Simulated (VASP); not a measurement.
A run of VASP 6.6.1 is set up as follows.

Contents of INCAR:

```
SYSTEM = Ta3AsAu2O13
PREC = Accurate
ENCUT = 520
EDIFF = 1E-6
ISMEAR = -1
SIGMA = 0.05
LREAL = Auto
LASPH = .TRUE.
NELM = 60
ALGO = Normal
ISIF = 2
LWAVE = .FALSE.
LCHARG = .FALSE.
GGA = RE
NBANDS = 84
```

KPOINTS

```
Automatic mesh
0
G
  4 4 2
  0 0 0
```

The input POSCAR:

```
Ta3AsAu2O13
1.0
    5.4520400000      0.0000000000      0.0000000000
   -2.7260200000      4.7216100000      0.0000000000
    0.0000000000      0.0000000000      9.5790200000
Ta As Au O
3 1 2 13
Direct
    0.0000000000      0.0000000000      0.1940800000
    0.0000000000      0.0000000000      0.8059200000
    0.6666700000      0.3333300000      0.0000000000
    0.0000000000      0.0000000000      0.5000000000
    0.3333300000      0.6666700000      0.2742800000
    0.3333300000      0.6666700000      0.7257200000
    0.0000000000      0.0000000000      0.0000000000
    0.2394700000      0.9712900000      0.3640200000
    0.0287100000      0.2681800000      0.3640200000
    0.7318200000      0.7605300000      0.3640200000
    0.2394700000      0.9712900000      0.6359800000
    0.0287100000      0.2681800000      0.6359800000
    0.7318200000      0.7605300000      0.6359800000
    0.3845200000      0.3342500000      0.8584400000
    0.6657500000      0.0502600000      0.8584400000
    0.9497400000      0.6154800000      0.8584400000
    0.3845200000      0.3342500000      0.1415600000
    0.6657500000      0.0502600000      0.1415600000
    0.9497400000      0.6154800000      0.1415600000
```

Potentials or basis: VASP PAW PBE potentials, release 64 (Ta_pv, As, Au, O).

Run with:

```console
$ cat potpaw_PBE.64/Ta_pv/POTCAR potpaw_PBE.64/As/POTCAR potpaw_PBE.64/Au/POTCAR potpaw_PBE.64/O/POTCAR > POTCAR
$ mpirun -np 1 vasp_std > vasp.out
```

Predict the largest force.

0.315 eV/Å.

Estimate the pressure.

3.3 GPa.

What does it give for the band gap on the k mesh?

Zero (bands 69 and 70 overlap by 0.06 eV).

Stress tensor (GPa, compression positive):
```
3.06 0.00 0.00
0.00 3.06 0.00
0.00 0.00 3.63
```

Caveat: the cell stands under pressure; the PAW data sets were made with another functional, which shifts forces and pressure a little; spin-orbit coupling is left out, which moves the levels of the heavy elements.
